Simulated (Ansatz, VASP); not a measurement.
## Two plane-wave programs on Si

```
Si
1.0
     0.00000    2.70721    2.70721
     2.70721    0.00000    2.70721
     2.70721    2.70721    0.00000
Si
2
Direct
  0.75000 0.75000 0.75000
  0.50000 0.50000 0.50000
```

Alike in both runs: task single point; functional PBE; k mesh 10 × 10 × 10; occupations gaussian, width 0.02 eV; no spin polarisation.

```csv
,VASP,Ansatz
version,VASP 6.6.1,Ansatz 0.2.0
potentials or method,"VASP PAW PBE potentials, release 64 (Si), cutoff 500 eV","scalar-relativistic, plane waves, PAW"
valence electrons in the cell,8,8
```

|  | VASP | Ansatz | Ansatz less VASP |
| --- | --- | --- | --- |
| gap on the k mesh at the Fermi level (eV) | 0.57 | 0.56 | -0.002 |
| least direct gap on the mesh (eV) | 2.57 | 2.56 | -0.005 |
| pressure (GPa) | 2.8 | 2.9 | +0.08 |
